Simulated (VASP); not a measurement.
# Pd (I4_1/amd) in VASP: relaxation of cell and atoms with LDA

Aim: the relaxation of cell and atoms of Pd with LDA.

Everything below comes from runs of VASP 6.6.1. Logs are shortened: lines on timing, memory, paths and dates and some standing lists are left out, and cuts for length are marked.

### Step 1. The cell of the first run

It takes space group I4_1/amd (No. 141, tetragonal). The conventional cell has a = 4.837 Å, b = 4.837 Å, c = 2.641 Å, α = 90.00°, β = 90.00°, γ = 90.00°. Pd (site symmetry -4m2) has 10 Pd at 2.51 to 3.13 Å within 3.3 Å.

### Step 2. Relaxation of cell and atoms, LDA

Input file INCAR:

```
PREC     = Accurate       # precision mode
ENCUT    = 600            # plane-wave cutoff, eV
EDIFF    = 1E-6           # SCF threshold, eV
ISMEAR   = -1             # smearing method
SIGMA    = 0.1            # smearing width, eV
LREAL    = False          # projectors in reciprocal space
LASPH    = True           # aspherical terms in the spheres
NELM     = 100            # most SCF steps
ALGO     = Normal         # electronic algorithm
ISIF     = 3              # what is computed and relaxed
LWAVE    = False          # write WAVECAR
LCHARG   = False          # write CHGCAR
IBRION   = 2              # ionic algorithm
NSW      = 80             # ionic steps
EDIFFG   = -0.01          # ionic threshold
ISYM     = 0
```

Input file KPOINTS:

```
regular mesh
0
Gamma
  13 13 9
```

Input file POSCAR:

```
Pd
1.0
   -2.4185932053      2.4185932053      1.3205518901
    2.4185932053     -2.4185932053      1.3205518901
    2.4185932053      2.4185932053     -1.3205518901
Pd
2
Direct
    0.0000000000      0.0000000000      0.0000000000
    0.7500000000      0.2500000000      0.5000000000
```

Potentials or basis: VASP PAW LDA potentials, release 64 (Pd).

Run with:

```console
> cat potpaw_LDA.64/Pd/POTCAR > POTCAR
> mpirun -np 1 vasp_std > vasp.out
```

OUTCAR:

```text
PREC = Accurate
   ENCUT = 600
   EDIFF = 1E-6
   ISMEAR = -1
   LREAL = False
   LASPH = True
   NELM = 100
   ISIF = 3
   IBRION = 2
   NSW = 80
   EDIFFG = -0.01
   ISYM = 0

 ion  position               nearest neighbor table
   1  0.000  0.000  0.000-   2 2.51   2 2.51   2 2.51   2 2.51   2 3.13   2 3.13   2 3.13   2 3.13

   2  0.750  0.250  0.500-   1 2.51   1 2.51   1 2.51   1 2.51   1 3.13   1 3.13   1 3.13   1 3.13

IMPORTANT INFORMATION: All symmetrisations will be switched off!
NOSYMM: (Re-)initialisation of all symmetry stuff for point group C_1.

----------------------------------------------------------------------------------------

                                     Primitive cell

  volume of cell :      30.8988

  direct lattice vectors                    reciprocal lattice vectors
    -2.418593205  2.418593205  1.320551890     0.000000000  0.206731748  0.378629574
     2.418593205 -2.418593205  1.320551890     0.206731748  0.000000000  0.378629574
     2.418593205  2.418593205 -1.320551890     0.206731748  0.206731748  0.000000000

  length of vectors
     3.666475621  3.666475621  3.666475621     0.431391203  0.431391203  0.292362841

  position of ions in fractional coordinates (direct lattice)
     0.000000000  0.000000000  0.000000000
     0.750000000  0.250000000  0.500000000

  ion indices of the primitive-cell ions
   primitive index   ion index
                 1           1
                 2           2

----------------------------------------------------------------------------------------

 KPOINTS: regular mesh

Automatic generation of k-mesh.
 Grid dimensions read from file:
 generate k-points for:   13   13    9

 Generating k-lattice:

  Cartesian coordinates                     Fractional coordinates (reciprocal lattice)
     0.000000000  0.015902442  0.029125352     0.076923077  0.000000000  0.000000000
     0.015902442  0.000000000  0.029125352     0.000000000  0.076923077  0.000000000
     0.022970194  0.022970194  0.000000000     0.000000000  0.000000000  0.111111111

  Length of vectors
     0.033183939  0.033183939  0.032484760

  Shift w.r.t. Gamma in fractional coordinates (k-lattice)
     0.000000000  0.000000000  0.000000000

 -----------------------------------------------------------------------------
|                                                                             |
|           W    W    AA    RRRRR   N    N  II  N    N   GGGG   !!!           |
|           W    W   A  A   R    R  NN   N  II  NN   N  G    G  !!!           |
|           W    W  A    A  R    R  N N  N  II  N N  N  G       !!!           |
|           W WW W  AAAAAA  RRRRR   N  N N  II  N  N N  G  GGG   !            |
|           WW  WW  A    A  R   R   N   NN  II  N   NN  G    G                |
|           W    W  A    A  R    R  N    N  II  N    N   GGGG   !!!           |
|                                                                             |
|     Your reciprocal lattice and k-lattice belong to different lattice       |
|     classes:                                                                |
|                                                                             |
|        The reciprocal lattice is body-centered tetragonal,                  |
|        whereas your k-lattice is base-centered monoclinic.                  |
|                                                                             |
|     Results are often still useful ...                                      |
|                                                                             |
 -----------------------------------------------------------------------------

 WARNING: IBZKPT: internal override: KBLOWUP is changed to .FALSE.
      ... skipping the blow-up phase ...

 Subroutine IBZKPT returns following result:
 ===========================================

 Found    761 irreducible k-points:

 Following reciprocal coordinates:
            Coordinates               Weight
  0.000000  0.000000  0.000000      1.000000
  0.076923 -0.000000 -0.000000      2.000000
  0.153846 -0.000000 -0.000000      2.000000
  0.230769 -0.000000 -0.000000      2.000000
  0.307692 -0.000000 -0.000000      2.000000
  0.384615  0.000000 -0.000000      2.000000
[... 16 lines left out ...]
  0.153846  0.153846  0.000000      2.000000
  0.230769  0.153846  0.000000      2.000000
 [... further k-points ...]
   k-points           NKPTS =    761   k-points in BZ     NKDIM =    761   number of bands    NBANDS=     14
   number of dos      NEDOS =    301   number of ions     NIONS =      2
   total plane-waves  NPLWV =  27000
   dimension x,y,z NGX =    30 NGY =   30 NGZ =   30
   dimension x,y,z NGXF=    60 NGYF=   60 NGZF=   60
   ions per type =               2
   NGX,Y,Z   is equivalent  to a cutoff of  13.60, 13.60, 13.60 a.u.
   NGXF,Y,Z  is equivalent  to a cutoff of  27.21, 27.21, 27.21 a.u.
 SYSTEM =  unknown system
   PREC   = accura    normal or accurate (medium, high low for compatibility)
   ISTART =      0    job   : 0-new  1-cont  2-samecut
   ICHARG =      2    charge: 1-file 2-atom 10-const
   ISPIN  =      1    spin polarized calculation?
   LNONCOLLINEAR =      F non collinear calculations
   LSORBIT =      F    spin-orbit coupling
   LASPH  =      T    aspherical Exc in radial PAW
   ENCUT  =  600.0 eV  44.10 Ry    6.64 a.u.   7.32  7.32  7.32*2*pi/ulx,y,z
   NELM   =    100;   NELMIN=  2; NELMDL= -5     # of ELM steps
   EDIFF  = 0.1E-05   stopping-criterion for ELM
   LREAL  =      F    real-space projection
   EDIFFG = -.1E-01   stopping-criterion for IOM
   NSW    =     80    number of steps for IOM
   IBRION =      2    ionic relax: 0-MD 1-quasi-New 2-CG
   NFREE  =      1    steps in history (QN), initial steepest desc. (CG)
   ISIF   =      3    stress and relaxation
   ISYM   =      0    0-nonsym 1-usesym 2-fastsym
   POTIM  = 0.5000    time-step for ionic-motion
   TEBEG  =    0.0;   TEEND  =   0.0 temperature during run
   PSTRESS=    0.0 pullay stress
   NELECT =      20.0000    total number of electrons
   NUPDOWN=      -1.0000    fix difference up-down
   EMIN   =  10.00;   EMAX   =-10.00  energy-range for DOS
   EFERMI =   0.00;   METHOD = LEGACY
   ISMEAR =    -1;   SIGMA  =   0.10  broadening in eV -4-tet -1-fermi 0-gaus
   EFERMI_NEDOS =   21; number of points for ismear=-14 and -15
   IALGO  =     38    algorithm
   IMIX   =      4    mixing-type and parameters
     AMIX     =   0.40;   BMIX     =  1.00
     AMIX_MAG =   1.60;   BMIX_MAG =  1.00
  volume/ion in A,a.u.               =      15.45       104.26
  Fermi-wavevector in a.u.,A,eV,Ry     =   1.416134  2.676106 27.285620  2.005436
  Thomas-Fermi vector in A             =   2.537500
   LORBIT       =      0    0 simple, 1 ext, 2 COOP (PROOUT), +10 PAW based schemes
   GGA     = CA    functional components
   LHFCALC =     F    Hartree Fock is set to
   AEXX    =    0.0000 exact exchange contribution
   IVDW    =     0    specifies the selected vdW correction
   LEPSILON=     F    determine dielectric tensor
   LRPA    =     F    only Hartree local field effects (RPA)
 conjugate gradient relaxation of ions
 non-spin polarized calculation
  energy-cutoff  :      600.00
  volume of cell :       30.90
 maximum number of plane-waves:      1051
 NGX is ok and might be reduce to    30
   NGX = 15   NGY = 15   NGZ = 15

--------------------------------------- Ionic step        1  -------------------------------------------

 number of electron      19.9999996 magnetization

 Free energy of the ion-electron system (eV)
  ---------------------------------------------------
  ext. energy  EPLUGINS =         0.00000000
  ---------------------------------------------------
  free energy    TOTEN  =       -12.20107746 eV

  energy without entropy =      -12.12317886  energy(sigma->0) =      -12.16212816

------------------------ aborting loop because EDIFF is reached ----------------------------------------

  FORCE on cell =-STRESS in cart. coord.  units (eV):
  Direction    XX          YY          ZZ          XY          YZ          ZX
  --------------------------------------------------------------------------------------
  -------------------------------------------------------------------------------------
  Total        0.5308750      0.5308762     -0.3315972     -0.0077640      0.0001792      0.0001791
  in kB       27.5271816     27.5272441    -17.1941351     -0.4025810      0.0092940      0.0092852
  external PRESSURE =      12.6200969 kB  Pullay stress =       0.0000000 kB
[... 129 lines left out ...]
  energy  without entropy=      -12.1279790146  energy(sigma->0) =      -12.16700106

--------------------------------------- Ionic step        5  -------------------------------------------

 number of electron      20.0000001 magnetization

 Free energy of the ion-electron system (eV)
  ---------------------------------------------------
  ext. energy  EPLUGINS =         0.00000000
  ---------------------------------------------------
  free energy    TOTEN  =       -12.20651462 eV

  energy without entropy =      -12.12803217  energy(sigma->0) =      -12.16727340

 E-fermi :   8.9638     XC(G=0): -13.1192

 val. band max:        8.9637516132   @ k =   0.0000  -0.0769   0.1111
 cond. band min:       8.9672412730   @ k =   0.0769   0.3077   0.2222
 fundamental gap:      0.0034896597
 Fermi energy:         8.9638496560

 k-point     1 :       0.0000    0.0000    0.0000
  band No.  band energies     occupation
      1       1.9818      2.00000
      2       3.4971      2.00000
      3       4.0550      2.00000
      4       4.6287      2.00000
      5       4.9725      2.00000
      6       7.7027      1.99999
      7       7.7031      1.99999
      8       7.7508      1.99999
      9       7.7513      1.99999
     10       9.0368      0.65044
     11       9.8784      0.00021
     12      15.1785      0.00000
     13      15.1896      0.00000
     14      22.8716      0.00000
[... 375 lines left out ...]
 k-point    24 :       0.2308    0.1538    0.0000
  band No.  band energies     occupation
      1       4.0412      2.00000
      2       4.1222      2.00000
      3       4.9690      2.00000
      4       5.4183      2.00000
      5       5.8039      2.00000
      6       6.3099      2.00000
      7       6.5913      2.00000
      8       8.4208      1.99127
      9       8.5652      1.96354
     10       8.9146      1.24143
     11       9.4849      0.01086
     12      16.8354      0.00000
     13      18.3320      0.00000
     14      18.8505      0.00000

 [... further k-points ...]

------------------------ aborting loop because EDIFF is reached ----------------------------------------

  FORCE on cell =-STRESS in cart. coord.  units (eV):
  Direction    XX          YY          ZZ          XY          YZ          ZX
  --------------------------------------------------------------------------------------
  -------------------------------------------------------------------------------------
  Total       -0.0107436     -0.0107438     -0.0057617     -0.0090124      0.0000315      0.0000316
  in kB       -0.5534657     -0.5534801     -0.2968195     -0.4642853      0.0016237      0.0016283
  external PRESSURE =      -0.4679218 kB  Pullay stress =       0.0000000 kB
[... 17 lines left out ...]
  FREE ENERGIE OF THE ION-ELECTRON SYSTEM (eV)
  ---------------------------------------------------
  free  energy   TOTEN  =       -12.2065146200 eV

  energy  without entropy=      -12.1280321712  energy(sigma->0) =      -12.16727340

 reached required accuracy - stopping structural energy minimisation
```

Wall time 23 min (1 thread of Oxide Virtual Turin-like, shared host); peak memory 0.43 GiB.

What came out:

| Quantity | Value |
| --- | --- |
| Free energy | -12.2065 eV |
| Relaxed volume | 15.55 Å³/atom |
| Relaxed cell | a = 3.687 Å, b = 3.687 Å, c = 3.686 Å, α = 97.24°, β = 97.24°, γ = 138.41° |
| Space group after relaxing (to 0.1 Å) | I4_1/amd (No. 141) |
| Energy gained by relaxing | 2.7 meV/atom |
| Ionic steps | 5 |
| Pressure after relaxing | 0.0 GPa |
| Band gap on the k mesh | zero (bands 10 and 11 overlap by 1.15 eV) |

Step by step:
```csv
step,energy change (eV),largest force (eV/Å),pressure (GPa),volume (Å³)
1,0.0000,0.0002,1.26,30.90
2,-0.0029,0.0001,-1.94,31.44
3,-0.0049,0.0000,-0.81,31.23
4,-0.0049,0.0001,0.68,30.98
5,-0.0054,0.0000,-0.05,31.10
```

Final structure:
```
Pd
1.0
    -2.43759    2.43760    1.30911
     2.43760   -2.43759    1.30911
     2.43651    2.43651   -1.30910
Pd
2
Direct
  0.00000 0.00000 0.00000
  0.75000 0.25000 0.50000
```
